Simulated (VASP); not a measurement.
**Al3GaN4: single point with r2SCAN**

Al3GaN4:

```
Al Ga N
1.0
     5.03769    0.00000    0.00000
     0.00000    3.12544    0.00000
    -0.00336    0.00000    5.41117
Al Ga N
3 1 4
Direct
  0.50010 0.50000 0.16728
  0.00076 0.50000 0.83496
  0.00089 0.00000 0.33158
  0.49971 0.00000 0.66616
  0.11014 0.00000 0.66630
  0.12259 0.50000 0.16717
  0.62590 0.50000 0.84128
  0.62351 0.00000 0.32526
```

```
Program             : VASP 6.6.1
Task                : single point
Functional          : r2SCAN
Potentials or basis : VASP PAW PBE potentials, release 64 (Al, Ga_d, N)
Cutoff              : 520 eV
k mesh              : 4 × 6 × 4
Occupations         : gaussian, width 0.1 eV
Spin                : no spin polarisation
```

```
Pressure               : 0.0 GPa
Largest force          : 0.016 eV/Å
Band gap on the k mesh : 4.15 eV
```

Forces in eV/Å, atoms in the order of the input:
```
Al   0.005  0.000  0.000
Al   0.000  0.000  0.011
Al   0.009  0.000 -0.010
Ga   0.000  0.000 -0.004
N   -0.006  0.000 -0.001
N    0.011  0.000  0.002
N   -0.016  0.000 -0.002
N   -0.004  0.000  0.002
```

Stress tensor (GPa, compression positive):
```
 0.04  0.00 -0.02
 0.00 -0.07  0.00
-0.02  0.00 -0.07
```

Levels at points of the mesh, in eV from the valence-band top:
| k point | band 18 | band 19 | band 20 | band 21 | band 22 | band 23 | band 24 | band 25 |
| --- | --- | --- | --- | --- | --- | --- | --- | --- |
| (0.00, 0.00, 0.00) | -0.76 | -0.10 | -0.01 | 0.00 | 4.15 | 6.23 | 6.61 | 6.82 |
| (0.50, 0.00, 0.00) | -0.70 | -0.70 | -0.32 | -0.26 | 5.53 | 5.93 | 6.39 | 6.87 |
| (0.00, 0.50, 0.00) | -1.93 | -1.85 | -1.57 | -1.52 | 6.34 | 6.37 | 8.37 | 8.47 |
| (0.50, 0.50, 0.00) | -1.23 | -1.21 | -1.18 | -0.87 | 6.85 | 7.21 | 7.26 | 7.29 |
| (0.00, 0.00, 0.50) | -0.59 | -0.59 | -0.41 | -0.19 | 6.18 | 6.54 | 7.77 | 8.24 |
| (0.50, 0.00, 0.50) | -1.25 | -1.20 | -1.18 | -0.72 | 6.57 | 6.87 | 7.10 | 7.23 |
| (0.00, 0.50, 0.50) | -1.93 | -1.85 | -0.82 | -0.65 | 5.93 | 6.30 | 6.51 | 6.61 |
| (0.50, 0.50, 0.50) | -1.57 | -1.47 | -1.42 | -1.18 | 5.40 | 5.81 | 5.87 | 5.91 |

Run time: 3.4 min on 1 thread of Intel(R) Xeon(R) Platinum 8488C (Sapphire Rapids), with other jobs on the host, peak memory 0.25 GiB.

Caveat: the PAW data sets were made with another functional, which shifts forces and pressure a little.
